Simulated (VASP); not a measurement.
# InAu (P4/mmm) in VASP: further runs

Runs on InAu. Level: PBE. Tasks: single point, relaxation of cell and atoms.

Program: VASP 6.6.1. These are calculated values, not measurements. Logs are shortened: lines on timing, memory, paths and dates and some standing lists are left out, and cuts for length are marked.

## Step 1: The cell of the first run

The structure is tetragonal, space group P4/mmm (No. 123). Conventional cell: a = 4.207 Å, b = 4.207 Å, c = 5.648 Å, α = 90.00°, β = 90.00°, γ = 90.00°. Within 3.1 Å of In (site symmetry 4mm) lie 1 In at 2.33 Å and 4 Au at 2.68 Å. Within 3.5 Å of Au (site symmetry mmm) lie 4 In at 2.68 Å and 4 Au at 2.97 Å.

The cell was built from a structure type or drawn by symmetry, and may not be a known phase.

## Step 2: Single point, PBE

Contents of INCAR:

```
SYSTEM = InAu
PREC     = Accurate       ! precision mode
ENCUT    = 520            ! plane-wave cutoff, eV
EDIFF    = 1E-6           ! SCF threshold, eV
ISMEAR   = 0              ! smearing method
SIGMA    = 0.1            ! smearing width, eV
LREAL    = .FALSE.        ! projectors in reciprocal space
LASPH    = .TRUE.         ! aspherical terms in the spheres
NELM     = 60             ! most SCF steps
ALGO     = Normal         ! electronic algorithm
ISIF     = 2              ! what is computed and relaxed
LWAVE    = .FALSE.        ! write WAVECAR
LCHARG   = .TRUE.         ! write CHGCAR
GGA      = PE             ! functional
LELF     = .TRUE.         ! ELF
LVHAR    = .TRUE.       
NBANDS   = 32             ! bands
```

Contents of KPOINTS:

```
Automatic mesh
0
G
  4 4 4
  0 0 0
```

Contents of POSCAR:

```
InAu
1.0
    4.2068214800      0.0000000000      0.0000000000
    0.0000000000      4.2068214800      0.0000000000
    0.0000000000      0.0000000000      5.6481402600
In Au
2 2
Direct
    0.0000000000      0.0000000000      0.2936102900
    0.0000000000      0.0000000000      0.7063897100
    0.0000000000      0.5000000000      0.0000000000
    0.5000000000      0.0000000000      0.0000000000
```

Potentials or basis: VASP PAW PBE potentials, release 64 (In_d, Au).

On the command line:

```console
$ cat potpaw_PBE.64/In_d/POTCAR potpaw_PBE.64/Au/POTCAR > POTCAR
$ mpirun -np 1 vasp_std > vasp.out
```

OUTCAR:

```text
SYSTEM = InAu
   PREC = Accurate
   ENCUT = 520
   EDIFF = 1E-6
   ISMEAR = 0
   LREAL = .FALSE.
   LASPH = .TRUE.
   NELM = 60
   ISIF = 2
   GGA = PE

 ion  position               nearest neighbor table
   1  0.000  0.000  0.294-   2 2.33   3 2.68   4 2.68   3 2.68   4 2.68   2 3.32
   2  0.000  0.000  0.706-   1 2.33   3 2.68   4 2.68   3 2.68   4 2.68   1 3.32
   3  0.000  0.500  0.000-   1 2.68   2 2.68   1 2.68   2 2.68   4 2.97   4 2.97   4 2.97   4 2.97

   4  0.500  0.000  0.000-   1 2.68   2 2.68   1 2.68   2 2.68   3 2.97   3 2.97   3 2.97   3 2.97

  LATTYP: Found a simple tetragonal cell.
 ALAT       =     4.2068214800
 C/A-ratio  =     1.3426146764

  Lattice vectors:

 A1 = (   4.2068214800,   0.0000000000,   0.0000000000)
 A2 = (   0.0000000000,   4.2068214800,   0.0000000000)
 A3 = (   0.0000000000,   0.0000000000,   5.6481402600)

Analysis of symmetry for initial positions (statically):
=====================================================================
 Subroutine PRICEL returns:
 Original cell was already a primitive cell.

 Routine SETGRP: Setting up the symmetry group for a
 simple tetragonal supercell.

 Subroutine GETGRP returns: Found 16 space group operations
 (whereof 16 operations were pure point group operations)
 out of a pool of 16 trial point group operations.

The static configuration has the point symmetry D_4h.

Analysis of symmetry for dynamics (positions and initial velocities):
=====================================================================
 Subroutine PRICEL returns:
 Original cell was already a primitive cell.

 Routine SETGRP: Setting up the symmetry group for a
 simple tetragonal supercell.

 Subroutine GETGRP returns: Found 16 space group operations
 (whereof 16 operations were pure point group operations)
 out of a pool of 16 trial point group operations.

The dynamic configuration has the point symmetry D_4h.

 Subroutine INISYM returns: Found 16 space group operations
 (whereof 16 operations are pure point group operations),
 and found     1 'primitive' translations

----------------------------------------------------------------------------------------

                                     Primitive cell

  volume of cell :      99.9571

  direct lattice vectors                    reciprocal lattice vectors
     4.206821480  0.000000000  0.000000000     0.237709160  0.000000000  0.000000000
     0.000000000  4.206821480  0.000000000     0.000000000  0.237709160  0.000000000
     0.000000000  0.000000000  5.648140260     0.000000000  0.000000000  0.177049428

  length of vectors
     4.206821480  4.206821480  5.648140260     0.237709160  0.237709160  0.177049428

  position of ions in fractional coordinates (direct lattice)
     0.000000000  0.000000000  0.293610290
     0.000000000  0.000000000  0.706389710
     0.000000000  0.500000000  0.000000000
     0.500000000  0.000000000  0.000000000

  ion indices of the primitive-cell ions
   primitive index   ion index
                 1           1
                 2           2
                 3           3
                 4           4

----------------------------------------------------------------------------------------

 KPOINTS: Automatic mesh

Automatic generation of k-mesh.
 Grid dimensions read from file:
 generate k-points for:    4    4    4

 Generating k-lattice:

  Cartesian coordinates                     Fractional coordinates (reciprocal lattice)
     0.059427290  0.000000000  0.000000000     0.250000000  0.000000000  0.000000000
     0.000000000  0.059427290  0.000000000     0.000000000  0.250000000  0.000000000
     0.000000000  0.000000000  0.044262357     0.000000000  0.000000000  0.250000000

  Length of vectors
     0.059427290  0.059427290  0.044262357

  Shift w.r.t. Gamma in fractional coordinates (k-lattice)
     0.000000000  0.000000000  0.000000000

 Subroutine IBZKPT returns following result:
 ===========================================

 Found     18 irreducible k-points:

 Following reciprocal coordinates:
            Coordinates               Weight
  0.000000  0.000000  0.000000      1.000000
  0.250000  0.000000  0.000000      4.000000
  0.500000  0.000000  0.000000      2.000000
  0.250000  0.250000  0.000000      4.000000
  0.500000  0.250000  0.000000      4.000000
  0.500000  0.500000  0.000000      1.000000
[... 10 lines left out ...]
  0.500000  0.250000  0.500000      4.000000
  0.500000  0.500000  0.500000      1.000000
   k-points           NKPTS =     18   k-points in BZ     NKDIM =     18   number of bands    NBANDS=     32
   number of dos      NEDOS =    301   number of ions     NIONS =      4
   total plane-waves  NPLWV =  43008
   dimension x,y,z NGX =    32 NGY =   32 NGZ =   42
   dimension x,y,z NGXF=    64 NGYF=   64 NGZF=   84
   ions per type =               2   2
   NGX,Y,Z   is equivalent  to a cutoff of  12.65, 12.65, 12.36 a.u.
   NGXF,Y,Z  is equivalent  to a cutoff of  25.29, 25.29, 24.72 a.u.
 SYSTEM =  InAu
   PREC   = accura    normal or accurate (medium, high low for compatibility)
   ISTART =      0    job   : 0-new  1-cont  2-samecut
   ICHARG =      2    charge: 1-file 2-atom 10-const
   ISPIN  =      1    spin polarized calculation?
   LNONCOLLINEAR =      F non collinear calculations
   LSORBIT =      F    spin-orbit coupling
   LASPH  =      T    aspherical Exc in radial PAW
   ENCUT  =  520.0 eV  38.22 Ry    6.18 a.u.   7.82  7.82 10.50*2*pi/ulx,y,z
   NELM   =     60;   NELMIN=  2; NELMDL= -5     # of ELM steps
   EDIFF  = 0.1E-05   stopping-criterion for ELM
   LREAL  =      F    real-space projection
   EDIFFG = 0.1E-04   stopping-criterion for IOM
   NSW    =      0    number of steps for IOM
   IBRION =     -1    ionic relax: 0-MD 1-quasi-New 2-CG
   NFREE  =      0    steps in history (QN), initial steepest desc. (CG)
   ISIF   =      2    stress and relaxation
   ISYM   =      2    0-nonsym 1-usesym 2-fastsym
   POTIM  = 0.5000    time-step for ionic-motion
   TEBEG  =    0.0;   TEEND  =   0.0 temperature during run
   PSTRESS=    0.0 pullay stress
   NELECT =      48.0000    total number of electrons
   NUPDOWN=      -1.0000    fix difference up-down
   EMIN   =  10.00;   EMAX   =-10.00  energy-range for DOS
   EFERMI =   0.00;   METHOD = LEGACY
   ISMEAR =     0;   SIGMA  =   0.10  broadening in eV -4-tet -1-fermi 0-gaus
   EFERMI_NEDOS =   21; number of points for ismear=-14 and -15
   IALGO  =     38    algorithm
   IMIX   =      4    mixing-type and parameters
     AMIX     =   0.40;   BMIX     =  1.00
     AMIX_MAG =   1.60;   BMIX_MAG =  1.00
  volume/ion in A,a.u.               =      24.99       168.64
  Fermi-wavevector in a.u.,A,eV,Ry     =   1.281988  2.422606 22.361090  1.643494
  Thomas-Fermi vector in A             =   2.414326
   LORBIT       =      0    0 simple, 1 ext, 2 COOP (PROOUT), +10 PAW based schemes
   GGA     = PE    functional components
   LHFCALC =     F    Hartree Fock is set to
   AEXX    =    0.0000 exact exchange contribution
   IVDW    =     0    specifies the selected vdW correction
   LEPSILON=     F    determine dielectric tensor
   LRPA    =     F    only Hartree local field effects (RPA)
 non-spin polarized calculation
 Gauss-broadening in eV      SIGMA  =   0.10
  energy-cutoff  :      520.00
  volume of cell :       99.96
 maximum number of plane-waves:      2718
 NGX is ok and might be reduce to    32
   NGX = 15   NGY = 15   NGZ = 21

 number of electron      48.0000016 magnetization

 Free energy of the ion-electron system (eV)
  ---------------------------------------------------
  ext. energy  EPLUGINS =         0.00000000
  ---------------------------------------------------
  free energy    TOTEN  =        -9.82838107 eV

  energy without entropy =       -9.81429824  energy(sigma->0) =       -9.82133965

 E-fermi :   6.4946     XC(G=0): -10.0328

 val. band max:        6.4458398766   @ k =   0.5000   0.2500   0.0000
 cond. band min:       6.5285197892   @ k =   0.5000   0.5000   0.2500
 fundamental gap:      0.0826799125
 Fermi energy:         6.4945994689

 k-point     1 :       0.0000    0.0000    0.0000
  band No.  band energies     occupation
      1      -9.7009      2.00000
      2      -8.9665      2.00000
      3      -8.9665      2.00000
      4      -8.5220      2.00000
      5      -8.3871      2.00000
      6      -8.3164      2.00000
[... 24 lines left out ...]
     31      14.1337      0.00000
     32      14.1760      0.00000

 k-point     2 :       0.2500    0.0000    0.0000
  band No.  band energies     occupation
      1      -9.6876      2.00000
      2      -9.0103      2.00000
      3      -8.9696      2.00000
      4      -8.4910      2.00000
      5      -8.3892      2.00000
      6      -8.3200      2.00000
[... 24 lines left out ...]
     31      14.2376      0.00000
     32      14.6956      0.00000

 k-point     3 :       0.5000    0.0000    0.0000
  band No.  band energies     occupation
      1      -9.6736      2.00000
      2      -9.0524      2.00000
      3      -8.9727      2.00000
      4      -8.4614      2.00000
      5      -8.3914      2.00000
      6      -8.3201      2.00000
[... 24 lines left out ...]
     31      14.3561      0.00000
     32      15.3281      0.00000

 k-point     4 :       0.2500    0.2500    0.0000
  band No.  band energies     occupation
      1      -9.6749      2.00000
      2      -9.0150      2.00000
      3      -9.0127      2.00000
      4      -8.4574      2.00000
      5      -8.3924      2.00000
      6      -8.3229      2.00000
[... 24 lines left out ...]
     31      14.8276      0.00000
     32      15.0538      0.00000

 k-point     5 :       0.5000    0.2500    0.0000
  band No.  band energies     occupation
      1      -9.6616      2.00000
      2      -9.0564      2.00000
      3      -9.0173      2.00000
      4      -8.4253      2.00000
      5      -8.3957      2.00000
      6      -8.3226      2.00000
[... 374 lines left out ...]
     31      13.9227      0.00000
     32      14.3205      0.00000

 k-point    16 :       0.2500    0.2500    0.5000
  band No.  band energies     occupation
      1      -9.4654      2.00000
      2      -8.9389      2.00000
      3      -8.9379      2.00000
      4      -8.4488      2.00000
      5      -8.3809      2.00000
      6      -8.3343      2.00000
[... 24 lines left out ...]
     31      14.6327      0.00000
     32      15.7793      0.00000

 k-point    17 :       0.5000    0.2500    0.5000
  band No.  band energies     occupation
      1      -9.4628      2.00000
      2      -8.9368      2.00000
      3      -8.9161      2.00000
      4      -8.4469      2.00000
      5      -8.3922      2.00000
      6      -8.3037      2.00000
[... 24 lines left out ...]
     31      15.3320      0.00000
     32      15.3322      0.00000

 k-point    18 :       0.5000    0.5000    0.5000
  band No.  band energies     occupation
      1      -9.4603      2.00000
      2      -8.9144      2.00000
      3      -8.9144      2.00000
      4      -8.4447      2.00000
      5      -8.4046      2.00000
      6      -8.2661      2.00000
[... 24 lines left out ...]
     31      15.6152      0.00000
     32      15.6152      0.00000

------------------------ aborting loop because EDIFF is reached ----------------------------------------

  FORCE on cell =-STRESS in cart. coord.  units (eV):
  Direction    XX          YY          ZZ          XY          YZ          ZX
  --------------------------------------------------------------------------------------
  -------------------------------------------------------------------------------------
  Total        5.7773800      5.7773800     18.9786998      0.0000000     -0.0000000      0.0000000
  in kB       92.6036014     92.6036014    304.2029352      0.0000000     -0.0000000      0.0000000
  external PRESSURE =     163.1367127 kB  Pullay stress =       0.0000000 kB

 VOLUME and BASIS-vectors are now :
 -----------------------------------------------------------------------------
  energy-cutoff  :      520.00
  volume of cell :       99.96
      direct lattice vectors                 reciprocal lattice vectors
     4.206821480  0.000000000  0.000000000     0.237709160  0.000000000  0.000000000
     0.000000000  4.206821480  0.000000000     0.000000000  0.237709160  0.000000000
     0.000000000  0.000000000  5.648140260     0.000000000  0.000000000  0.177049428

 POSITION                                       TOTAL-FORCE (eV/Angst)
 -----------------------------------------------------------------------------------
      0.00000      0.00000      1.65835         0.000000     -0.000000     -3.359916
      0.00000      0.00000      3.98979        -0.000000     -0.000000      3.359916
      0.00000      2.10341      0.00000        -0.000000      0.000000      0.000000
      2.10341      0.00000      0.00000        -0.000000      0.000000      0.000000
 -----------------------------------------------------------------------------------
    total drift:                                0.000000      0.000000     -0.000000

  FREE ENERGIE OF THE ION-ELECTRON SYSTEM (eV)
  ---------------------------------------------------
  free  energy   TOTEN  =        -9.8283810712 eV

  energy  without entropy=       -9.8142982351  energy(sigma->0) =       -9.82133965
```

Run time: 70 s. Hardware: 1 thread of Intel Xeon Platinum 8488C (Sapphire Rapids), shared host; peak memory 0.22 GiB.

Results:

* Free energy: -9.8284 eV
* Pressure: 16.3 GPa
* Largest force: 3.360 eV/Å
* Band gap on the k mesh: zero (bands 24 and 25 overlap by 2.17 eV)

Forces on the atoms (eV/Å):
```
In   0.000  0.000 -3.360
In   0.000  0.000  3.360
Au   0.000  0.000  0.000
Au   0.000  0.000  0.000
```

Caveat: the k points lie up to 0.37 Å⁻¹ apart, too coarse for converged energies and pressures of a metal; spin-orbit coupling is left out, which moves the levels of the heavy elements; forces of over 1 eV/Å act on the atoms, so gaps and moduli don't describe the material at rest.

## Step 3: Single point, PBE

This run uses another cell than the first one, of 27.71 Å³/atom.

Contents of INCAR:

```
SYSTEM = InAu
  PREC = Accurate
  ENCUT = 520
  EDIFF = 1E-6
  ISMEAR = 0
  SIGMA = 0.1
  LREAL = .FALSE.
  LASPH = .TRUE.
  NELM = 80
  ALGO = Normal
  ISIF = 2
  LWAVE = .FALSE.
  LCHARG = .FALSE.
  GGA = PE
  NBANDS = 32
```

KPOINTS is that of step 2.

Contents of POSCAR:

```
InAu
1.0
    3.9237038026      0.0000000000      0.0000000000
    0.0000000000      3.9237038026      0.0000000000
    0.0000000000      0.0000000000      7.1999933266
In Au
2 2
Direct
    0.0000000000      0.0000000000      0.2984092586
    0.0000000000      0.0000000000      0.7015907414
    0.0000000000      0.5000000000      0.0000000000
    0.5000000000      0.0000000000      0.0000000000
```

Potentials or basis: VASP PAW PBE potentials, release 64 (In_d, Au).

On the command line:

```console
$ cat potpaw_PBE.64/In_d/POTCAR potpaw_PBE.64/Au/POTCAR > POTCAR
$ mpirun -np 1 vasp_std > vasp.out
```

Run time: 45 s. Hardware: 1 thread of Intel Xeon Platinum 8488C (Sapphire Rapids), shared host; peak memory 0.23 GiB.

The run converged. Its results:

- Free energy: -11.4730 eV
- Pressure: 0.1 GPa
- Largest force: 0.024 eV/Å
- Band gap on the k mesh: zero (bands 24 and 25 overlap by 2.76 eV)

Forces in eV/Å, atoms in the order of the input:
```
In   0.000  0.000  0.024
In   0.000  0.000 -0.024
Au   0.000  0.000  0.000
Au   0.000  0.000  0.000
```

Stress tensor (GPa, compression positive):
```
0.05 0.00 0.00
0.00 0.05 0.00
0.00 0.00 0.14
```

Levels at points of the mesh, in eV from the Fermi level:
| k point | band 22 | band 23 | band 24 | band 25 | band 26 | band 27 |
| --- | --- | --- | --- | --- | --- | --- |
| (0.00, 0.00, 0.00) | -2.65 | -1.56 | 1.91 | 1.91 | 4.27 | 5.11 |
| (0.50, 0.00, 0.00) | -3.84 | -2.68 | -1.84 | -0.03 | 0.75 | 3.96 |
| (0.50, 0.50, 0.00) | -1.49 | -0.16 | -0.16 | -0.04 | 0.08 | 0.32 |
| (0.00, 0.00, 0.50) | -1.56 | -1.03 | 0.24 | 2.47 | 2.47 | 4.10 |
| (0.50, 0.00, 0.50) | -3.95 | -3.63 | -1.44 | 1.18 | 1.63 | 3.71 |
| (0.50, 0.50, 0.50) | -3.09 | -0.91 | -0.91 | 0.02 | 0.37 | 0.37 |

Caveat: the k points lie up to 0.40 Å⁻¹ apart, too coarse for converged energies and pressures of a metal; spin-orbit coupling is left out, which moves the levels of the heavy elements.

(Part 1 of 2 ends here.)
